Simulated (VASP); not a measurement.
Write the native input for VASP 6.6.1 that does the following.

```
Task                   : single point
Functional             : PBE
Potentials or basis    : VASP PAW PBE potentials, release 64 (Al, As)
Cutoff                 : 400 eV
k mesh                 : 2 × 2 × 2, shifted
Occupations            : gaussian, width 0.01 eV
Spin                   : collinear spin
Dipole correction      : no
Further INCAR settings : LREAL = Auto; ALGO = Normal; EDIFF = 1e-06; NBANDS = 92
```

The structure of Al17As16 (a cell with a defect) lies in POSCAR:

```
Al17As16
1.0
   -5.7279123196      5.7279123196     -5.7279123196
   -5.7279123196     -5.7279123196      5.7279123196
    5.7279123196      5.7279123196      5.7279123196
Al As
17 16
Direct
    0.7460229885      0.7460229885      0.4972952447
    0.5012722562      0.0000000000      0.5039770115
    0.4987277438      0.7527047553      0.7487277438
    0.2664452836      0.2664452836      0.5164452836
    0.2539770115      0.0000000000      0.7512722562
    0.2472952447      0.7460229885     -0.0039770115
    0.0000000000      0.5012722562      0.5039770115
    0.0000000000      0.2539770115      0.7512722562
    0.0000000000      0.0000000000     -0.0164452836
    0.0000000000      0.7335547164      0.2500000000
    0.7527047553      0.4987277438      0.7487277438
    0.7460229885      0.2472952447     -0.0039770115
    0.7335547164      0.0000000000      0.2500000000
    0.4987277438      0.4987277438      0.0027047553
    0.5012722562      0.2539770115      0.2500000000
    0.2539770115      0.5012722562      0.2500000000
    0.0000000000      0.0000000000      0.2500000000
    0.0000000000      0.0000000000      0.7382019440
    0.7500000000      0.2500000000      0.7500000000
    0.7479689341      0.0000000000     -0.0020310659
    0.5117980560      0.5117980560      0.7617980560
    0.5000000000      0.2500000000      0.0000000000
    0.4882019440      0.0000000000      0.2500000000
    0.2500000000      0.7500000000      0.7500000000
    0.2500000000      0.5000000000      0.0000000000
    0.2520310659      0.2520310659      0.2500000000
    0.2520310659      0.0000000000      0.5020310659
    0.0000000000      0.7479689341     -0.0020310659
    0.0000000000      0.4882019440      0.2500000000
    0.0000000000      0.2520310659      0.5020310659
    0.7479689341      0.7479689341      0.2500000000
    0.7500000000      0.5000000000      0.5000000000
    0.5000000000      0.7500000000      0.5000000000
```

This cell differs from its parent crystal: with an interstitial atom, then relaxed in part.

One way to write it, as run:

INCAR

```
SYSTEM = Al17As16
  PREC = Accurate
  ENCUT = 400
  EDIFF = 1E-6
  ISMEAR = 0
  SIGMA = 0.01
  LREAL = Auto
  LASPH = .TRUE.
  NELM = 200
  ALGO = Normal
  ISIF = 2
  LWAVE = .FALSE.
  LCHARG = .FALSE.
  ISPIN = 2
  MAGMOM = 0 0 0 0.091 0 0 0 0 0.091 0.091 0 0 0.091 0 0 0 0.091 0 0 0.091 0 0 0 0 0 0.091 0.091 0.091 0 0.091 0.091 0 0
  LORBIT = 11
  GGA = PE
  NBANDS = 92
  GGA_COMPAT = .FALSE.
```

KPOINTS

```
Automatic mesh
0
Gamma
  2 2 2
  0.5 0.5 0.5
```

Potentials or basis: VASP PAW PBE potentials, release 64 (Al, As).

Command:

```console
$ cat potpaw_PBE.64/Al/POTCAR potpaw_PBE.64/As/POTCAR > POTCAR
$ mpirun -np 1 vasp_std > vasp.out
```

It gave:

```yaml
Pressure: 1.6 GPa
Largest_force: 0.038 eV/Å
Band_gap_on_the_k_mesh: zero (filled and empty bands overlap)
Net_moment: 1.00 μB per cell
Site_moments: Al +0.01, +0.03 (each value once); As -0.00, +0.01 (each value once) μB
Valence_electrons_inside_the_program's_atomic_spheres: Al 0.77, 0.76, 0.83 (each value once); As 2.88, 2.85 (each value once)
```

Caveat: the k points lie up to 0.39 Å⁻¹ apart; the cell differs from its parent crystal (with an interstitial atom, then relaxed in part).

Run time: 4.9 min on 1 thread of Intel(R) Xeon(R) 6975P-C (Granite Rapids) (shared host), peak memory 0.95 GiB.
